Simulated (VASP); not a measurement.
# Hf2O (I4_1/amd) in VASP: a series of runs

Hf2O is run at these levels: PBE; tasks: single point.

All numbers are computed with VASP 6.6.1; they aren't measurements. Logs are shortened: lines on timing, memory, paths and dates and some standing lists are left out, and cuts for length are marked.

**1. The cell of the first run**

It takes space group I4_1/amd (No. 141, tetragonal). The conventional cell has a = 2.918 Å, b = 2.918 Å, c = 22.005 Å, α = 90.00°, β = 90.00°, γ = 90.00°. Hf (site symmetry 2mm) has 4 O at 2.54 Å and 7 Hf at 2.92 to 2.97 Å within 3.4 Å. Within 3.4 Å of O (site symmetry -4m2) lie 8 Hf at 2.54 Å and 4 O at 2.92 Å.

**2. Single point, PBE**

File INCAR:

```
SYSTEM = Hf2O
PREC = Accurate ; ENCUT = 520
EDIFF = 1E-6 ; ISMEAR = 0
SIGMA = 0.1 ; LREAL = .False.
LASPH = .True. ; NELM = 80
ALGO = Normal ; ISIF = 2
LWAVE = .False. ; LCHARG = .False.
GGA = PE ; NBANDS = 35
```

File KPOINTS:

```
Automatic mesh
0
Gamma
  6 6 6
  0 0 0
```

File POSCAR:

```
Hf2O
1.0
   -1.4588653357      1.4588653357     11.0023171931
    1.4588653357     -1.4588653357     11.0023171931
    1.4588653357      1.4588653357    -11.0023171931
Hf O
4 2
Direct
    0.4325554128      0.4325554128      0.0000000000
    0.1825554128      0.6825554128      0.5000000000
    0.3174445872      0.8174445872      0.5000000000
    0.5674445872      0.5674445872      0.0000000000
    0.0000000000      0.0000000000      0.0000000000
    0.7500000000      0.2500000000      0.5000000000
```

Potentials or basis: VASP PAW PBE potentials, release 64 (Hf_pv, O).

Command:

```sh
> cat potpaw_PBE.64/Hf_pv/POTCAR potpaw_PBE.64/O/POTCAR > POTCAR
> mpirun -np 1 vasp_std > vasp.out
```

OUTCAR:

```text
SYSTEM = Hf2O
   PREC = Accurate
   ENCUT = 520
   EDIFF = 1E-6
   ISMEAR = 0
   LREAL = .False.
   LASPH = .True.
   NELM = 80
   ISIF = 2
   GGA = PE

 ion  position               nearest neighbor table
   1  0.433  0.433  0.000-   5 2.54   5 2.54   5 2.54   5 2.54   3 2.92   3 2.92   4 2.97
   2  0.183  0.683  0.500-   6 2.54   6 2.54   6 2.54   6 2.54   4 2.92   4 2.92   3 2.97
   3  0.317  0.817  0.500-   6 2.54   6 2.54   6 2.54   6 2.54   1 2.92   1 2.92   2 2.97
   4  0.567  0.567  0.000-   5 2.54   5 2.54   5 2.54   5 2.54   2 2.92   2 2.92   1 2.97
   5  0.000  0.000  0.000-   4 2.54   4 2.54   4 2.54   1 2.54   4 2.54   1 2.54   1 2.54   1 2.54

   6  0.750  0.250  0.500-   3 2.54   3 2.54   3 2.54   2 2.54   3 2.54   2 2.54   2 2.54   2 2.54

  LATTYP: Found a body centered tetragonal cell.
 ALAT       =     2.9177306714
 C/A-ratio  =     7.5416948527

  Lattice vectors:

 A1 = (  -1.4588653357,   1.4588653357,  11.0023171931)
 A2 = (   1.4588653357,  -1.4588653357,  11.0023171931)
 A3 = (   1.4588653357,   1.4588653357, -11.0023171931)

Analysis of symmetry for initial positions (statically):
=====================================================================
 Subroutine PRICEL returns:
 Original cell was already a primitive cell.

 Routine SETGRP: Setting up the symmetry group for a
 body centered tetragonal supercell.

 Subroutine GETGRP returns: Found 16 space group operations
 (whereof  8 operations were pure point group operations)
 out of a pool of 16 trial point group operations.

The static configuration has the point symmetry D_2d.
 The point group associated with its full space group is D_4h.

Analysis of symmetry for dynamics (positions and initial velocities):
=====================================================================
 Subroutine PRICEL returns:
 Original cell was already a primitive cell.

 Routine SETGRP: Setting up the symmetry group for a
 body centered tetragonal supercell.

 Subroutine GETGRP returns: Found 16 space group operations
 (whereof  8 operations were pure point group operations)
 out of a pool of 16 trial point group operations.

The dynamic configuration has the point symmetry D_2d.
 The point group associated with its full space group is D_4h.

 Subroutine INISYM returns: Found 16 space group operations
 (whereof  8 operations are pure point group operations),
 and found     1 'primitive' translations

----------------------------------------------------------------------------------------

                                     Primitive cell

  volume of cell :      93.6644

  direct lattice vectors                    reciprocal lattice vectors
    -1.458865336  1.458865336 11.002317193     0.000000000  0.342732114  0.045444972
     1.458865336 -1.458865336 11.002317193     0.342732114  0.000000000  0.045444972
     1.458865336  1.458865336-11.002317193     0.342732114  0.342732114  0.000000000

  length of vectors
    11.194085928 11.194085928 11.194085928     0.345731901  0.345731901  0.484696403

  position of ions in fractional coordinates (direct lattice)
     0.432555413  0.432555413  0.000000000
     0.182555413  0.682555413  0.500000000
     0.317444587  0.817444587  0.500000000
     0.567444587  0.567444587  0.000000000
     0.000000000  0.000000000  0.000000000
     0.750000000  0.250000000  0.500000000

  ion indices of the primitive-cell ions
   primitive index   ion index
                 1           1
                 2           2
                 3           3
                 4           4
                 5           5
                 6           6

----------------------------------------------------------------------------------------

 KPOINTS: Automatic mesh

Automatic generation of k-mesh.
 Grid dimensions read from file:
 generate k-points for:    6    6    6

 Generating k-lattice:

  Cartesian coordinates                     Fractional coordinates (reciprocal lattice)
     0.000000000  0.057122019  0.007574162     0.166666667  0.000000000  0.000000000
     0.057122019  0.000000000  0.007574162     0.000000000  0.166666667  0.000000000
     0.057122019  0.057122019  0.000000000     0.000000000  0.000000000  0.166666667

  Length of vectors
     0.057621983  0.057621983  0.080782734

  Shift w.r.t. Gamma in fractional coordinates (k-lattice)
     0.000000000  0.000000000  0.000000000

 Subroutine IBZKPT returns following result:
 ===========================================

 Found     30 irreducible k-points:

 Following reciprocal coordinates:
            Coordinates               Weight
  0.000000  0.000000  0.000000      1.000000
  0.166667 -0.000000  0.000000      8.000000
  0.333333  0.000000 -0.000000      8.000000
  0.500000  0.000000  0.000000      4.000000
  0.166667  0.166667  0.000000      8.000000
  0.333333  0.166667 -0.000000     16.000000
[... 16 lines left out ...]
 -0.333333 -0.333333  0.166667      8.000000
 -0.166667 -0.333333  0.166667      8.000000
 [... further k-points ...]
   k-points           NKPTS =     30   k-points in BZ     NKDIM =     30   number of bands    NBANDS=     35
   number of dos      NEDOS =    301   number of ions     NIONS =      6
   total plane-waves  NPLWV = 592704
   dimension x,y,z NGX =    84 NGY =   84 NGZ =   84
   dimension x,y,z NGXF=   168 NGYF=  168 NGZF=  168
   ions per type =               4   2
   NGX,Y,Z   is equivalent  to a cutoff of  12.48, 12.48, 12.48 a.u.
   NGXF,Y,Z  is equivalent  to a cutoff of  24.95, 24.95, 24.95 a.u.
 SYSTEM =  Hf2O
   PREC   = accura    normal or accurate (medium, high low for compatibility)
   ISTART =      0    job   : 0-new  1-cont  2-samecut
   ICHARG =      2    charge: 1-file 2-atom 10-const
   ISPIN  =      1    spin polarized calculation?
   LNONCOLLINEAR =      F non collinear calculations
   LSORBIT =      F    spin-orbit coupling
   LASPH  =      T    aspherical Exc in radial PAW
   ENCUT  =  520.0 eV  38.22 Ry    6.18 a.u.  20.81 20.81 20.81*2*pi/ulx,y,z
   NELM   =     80;   NELMIN=  2; NELMDL= -5     # of ELM steps
   EDIFF  = 0.1E-05   stopping-criterion for ELM
   LREAL  =      F    real-space projection
   EDIFFG = 0.1E-04   stopping-criterion for IOM
   NSW    =      0    number of steps for IOM
   IBRION =     -1    ionic relax: 0-MD 1-quasi-New 2-CG
   NFREE  =      0    steps in history (QN), initial steepest desc. (CG)
   ISIF   =      2    stress and relaxation
   ISYM   =      2    0-nonsym 1-usesym 2-fastsym
   POTIM  = 0.5000    time-step for ionic-motion
   TEBEG  =    0.0;   TEEND  =   0.0 temperature during run
   PSTRESS=    0.0 pullay stress
   NELECT =      52.0000    total number of electrons
   NUPDOWN=      -1.0000    fix difference up-down
   EMIN   =  10.00;   EMAX   =-10.00  energy-range for DOS
   EFERMI =   0.00;   METHOD = LEGACY
   ISMEAR =     0;   SIGMA  =   0.10  broadening in eV -4-tet -1-fermi 0-gaus
   EFERMI_NEDOS =   21; number of points for ismear=-14 and -15
   IALGO  =     38    algorithm
   IMIX   =      4    mixing-type and parameters
     AMIX     =   0.40;   BMIX     =  1.00
     AMIX_MAG =   1.60;   BMIX_MAG =  1.00
  volume/ion in A,a.u.               =      15.61       105.35
  Fermi-wavevector in a.u.,A,eV,Ry     =   1.345502  2.542631 24.631665  1.810376
  Thomas-Fermi vector in A             =   2.473410
   LORBIT       =      0    0 simple, 1 ext, 2 COOP (PROOUT), +10 PAW based schemes
   GGA     = PE    functional components
   LHFCALC =     F    Hartree Fock is set to
   AEXX    =    0.0000 exact exchange contribution
   IVDW    =     0    specifies the selected vdW correction
   LEPSILON=     F    determine dielectric tensor
   LRPA    =     F    only Hartree local field effects (RPA)
 non-spin polarized calculation
 Gauss-broadening in eV      SIGMA  =   0.10
  energy-cutoff  :      520.00
  volume of cell :       93.66
 maximum number of plane-waves:      2564
   NGX = 41   NGY = 41   NGZ = 41

 number of electron      52.0000003 magnetization

 Free energy of the ion-electron system (eV)
  ---------------------------------------------------
  ext. energy  EPLUGINS =         0.00000000
  ---------------------------------------------------
  free energy    TOTEN  =       -54.55601898 eV

  energy without entropy =      -54.52478662  energy(sigma->0) =      -54.54040280

 E-fermi :   6.0205     XC(G=0): -11.8419

 val. band max:        6.0042100550   @ k =   0.5000   0.1667   0.0000
 cond. band min:       6.0731786003   @ k =  -0.3333   0.3333   0.0000
 fundamental gap:      0.0689685453
 Fermi energy:         6.0205229902

 k-point     1 :       0.0000    0.0000    0.0000
  band No.  band energies     occupation
      1     -25.3829      2.00000
      2     -24.9310      2.00000
      3     -24.7971      2.00000
      4     -24.3673      2.00000
      5     -24.3673      2.00000
      6     -24.3595      2.00000
[... 27 lines left out ...]
     34       9.5733      0.00000
     35       9.5733      0.00000

 k-point     2 :       0.1667   -0.0000    0.0000
  band No.  band energies     occupation
      1     -25.3238      2.00000
      2     -24.9308      2.00000
      3     -24.7936      2.00000
      4     -24.6220      2.00000
      5     -24.5632      2.00000
      6     -24.5240      2.00000
[... 27 lines left out ...]
     34       9.2638      0.00000
     35       9.3981      0.00000

 k-point     3 :       0.3333    0.0000   -0.0000
  band No.  band energies     occupation
      1     -25.2232      2.00000
      2     -25.1411      2.00000
      3     -25.0879      2.00000
      4     -25.0185      2.00000
      5     -24.9659      2.00000
      6     -24.7629      2.00000
[... 27 lines left out ...]
     34       9.4188      0.00000
     35       9.9327      0.00000

 k-point     4 :       0.5000    0.0000    0.0000
  band No.  band energies     occupation
      1     -25.3513      2.00000
      2     -25.3236      2.00000
      3     -25.2602      2.00000
      4     -25.1911      2.00000
      5     -25.0770      2.00000
      6     -24.7636      2.00000
[... 27 lines left out ...]
     34       9.4327      0.00000
     35      10.0671      0.00000

 k-point     5 :       0.1667    0.1667    0.0000
  band No.  band energies     occupation
      1     -25.2601      2.00000
      2     -24.9564      2.00000
      3     -24.7493      2.00000
      4     -24.6154      2.00000
      5     -24.5844      2.00000
      6     -24.5820      2.00000
[... 638 lines left out ...]
 k-point    22 :      -0.1667    0.5000    0.1667
  band No.  band energies     occupation
      1     -25.2084      2.00000
      2     -25.1431      2.00000
      3     -25.0721      2.00000
      4     -25.0390      2.00000
      5     -24.9761      2.00000
      6     -24.8114      2.00000
[... 27 lines left out ...]
     34       9.5174      0.00000
     35       9.8820      0.00000

 k-point    23 :      -0.3333   -0.3333    0.1667
  band No.  band energies     occupation
      1     -25.2171      2.00000
      2     -25.0592      2.00000
      3     -24.6822      2.00000
      4     -24.6296      2.00000
      5     -24.5778      2.00000
      6     -24.5720      2.00000
[... 27 lines left out ...]
     34       8.8025      0.00000
     35       9.3301      0.00000

 k-point    24 :      -0.1667   -0.3333    0.1667
  band No.  band energies     occupation
      1     -25.2930      2.00000
      2     -25.0413      2.00000
      3     -24.7077      2.00000
      4     -24.6194      2.00000
      5     -24.5416      2.00000
      6     -24.5264      2.00000
[... 27 lines left out ...]
     34       9.3642      0.00000
     35       9.4914      0.00000

 [... further k-points ...]

------------------------ aborting loop because EDIFF is reached ----------------------------------------

  FORCE on cell =-STRESS in cart. coord.  units (eV):
  Direction    XX          YY          ZZ          XY          YZ          ZX
  --------------------------------------------------------------------------------------
  -------------------------------------------------------------------------------------
  Total       -0.7049106     -0.7049106     -0.6655297      0.0000000      0.0000000      0.0000000
  in kB      -12.0578551    -12.0578551    -11.3842248      0.0000000      0.0000000      0.0000000
  external PRESSURE =     -11.8333117 kB  Pullay stress =       0.0000000 kB

 VOLUME and BASIS-vectors are now :
 -----------------------------------------------------------------------------
  energy-cutoff  :      520.00
  volume of cell :       93.66
      direct lattice vectors                 reciprocal lattice vectors
    -1.458865336  1.458865336 11.002317193     0.000000000  0.342732114  0.045444972
     1.458865336 -1.458865336 11.002317193     0.342732114  0.000000000  0.045444972
     1.458865336  1.458865336-11.002317193     0.342732114  0.342732114  0.000000000

 POSITION                                       TOTAL-FORCE (eV/Angst)
 -----------------------------------------------------------------------------------
      0.00000      0.00000      9.51822        -0.000000      0.000000      0.030290
      1.45887      0.00000      4.01707         0.000000     -0.000000      0.030290
      1.45887      0.00000      6.98525         0.000000     -0.000000     -0.030290
      0.00000      0.00000     12.48641        -0.000000      0.000000     -0.030290
      0.00000      0.00000      0.00000        -0.000000     -0.000000     -0.000000
      0.00000      1.45887      5.50116        -0.000000     -0.000000     -0.000000
 -----------------------------------------------------------------------------------
    total drift:                                0.000000     -0.000000      0.000000

  FREE ENERGIE OF THE ION-ELECTRON SYSTEM (eV)
  ---------------------------------------------------
  free  energy   TOTEN  =       -54.5560189784 eV

  energy  without entropy=      -54.5247866216  energy(sigma->0) =      -54.54040280
```

Wall time 22 min (1 thread of Intel Xeon Platinum 8488C (Sapphire Rapids), shared host); peak memory 1.1 GiB.

What came out:

* Free energy: -54.5560 eV
* Pressure: -1.2 GPa
* Largest force: 0.030 eV/Å
* Band gap on the k mesh: zero (bands 26 and 27 overlap by 1.61 eV)

Forces in eV/Å, atoms in the order of the input:
```
Hf   0.000  0.000  0.030
Hf   0.000  0.000  0.030
Hf   0.000  0.000 -0.030
Hf   0.000  0.000 -0.030
O    0.000  0.000  0.000
O    0.000  0.000  0.000
```

Caveat: the k points lie up to 0.36 Å⁻¹ apart, too coarse for converged energies and pressures of a metal; spin-orbit coupling is left out, which moves the levels of the heavy elements.

**3. Single point, PBE**

This run uses another cell than the first one, of 15.75 Å³/atom.

File INCAR:

```
PREC = Accurate ; ENCUT = 520
EDIFF = 1E-6 ; ISMEAR = 0
SIGMA = 0.1 ; LREAL = F
LASPH = T ; NELM = 60
ALGO = Normal ; ISIF = 2
LWAVE = F ; LCHARG = F
GGA = PE ; NBANDS = 35
```

File KPOINTS:

```
regular mesh
0
Gamma
  6 6 6
```

File POSCAR:

```
Hf2O
1.0
   -1.8938490019      1.8938490019      6.5848661613
    1.8938490019     -1.8938490019      6.5848661613
    1.8938490019      1.8938490019     -6.5848661613
Hf O
4 2
Direct
    0.4165000000      0.4165000000      0.0000000000
    0.1665000000      0.6665000000      0.5000000000
    0.3335000000      0.8335000000      0.5000000000
    0.5835000000      0.5835000000      0.0000000000
    0.0000000000      0.0000000000      0.0000000000
    0.7500000000      0.2500000000      0.5000000000
```

Potentials or basis: VASP PAW PBE potentials, release 64 (Hf_pv, O).

Command:

```sh
> cat potpaw_PBE.64/Hf_pv/POTCAR potpaw_PBE.64/O/POTCAR > POTCAR
> mpirun -np 1 vasp_std > vasp.out
```

It took 4.9 min on 1 thread of Intel Xeon Platinum 8488C (Sapphire Rapids), shared host; peak memory 0.41 GiB.

Results (log left out):

```yaml
Free_energy: -32.9983 eV
Pressure: 39.5 GPa
Largest_force: 0.225 eV/Å
Band_gap_on_the_k_mesh: zero (bands 26 and 27 overlap by 0.70 eV)
```

Forces on the atoms (eV/Å):
```
Hf   0.000  0.000 -0.225
Hf   0.000  0.000 -0.225
Hf   0.000  0.000  0.225
Hf   0.000  0.000  0.225
O    0.000  0.000  0.000
O    0.000  0.000  0.000
```

Stress tensor (GPa, compression positive):
```
26.74  0.00  0.00
 0.00 26.74  0.00
 0.00  0.00 65.00
```

Levels at points of the mesh, in eV from the Fermi level:
| k point | band 23 | band 24 | band 25 | band 26 | band 27 | band 28 | band 29 | band 30 |
| --- | --- | --- | --- | --- | --- | --- | --- | --- |
| (0.00, 0.00, 0.00) | -1.09 | -1.02 | -0.82 | -0.04 | 0.33 | 0.36 | 0.36 | 0.87 |
| (0.50, 0.00, 0.00) | -0.97 | -0.70 | -0.69 | 0.03 | 0.47 | 0.87 | 1.04 | 2.21 |
| (0.50, 0.50, 0.00) | -0.91 | -0.91 | -0.41 | -0.41 | 1.09 | 1.09 | 1.53 | 1.53 |
| (0.50, 0.50, 0.50) | -0.98 | -0.98 | -0.64 | -0.64 | -0.41 | -0.41 | 1.06 | 1.06 |

Caveat: the cell stands under pressure; spin-orbit coupling is left out, which moves the levels of the heavy elements.
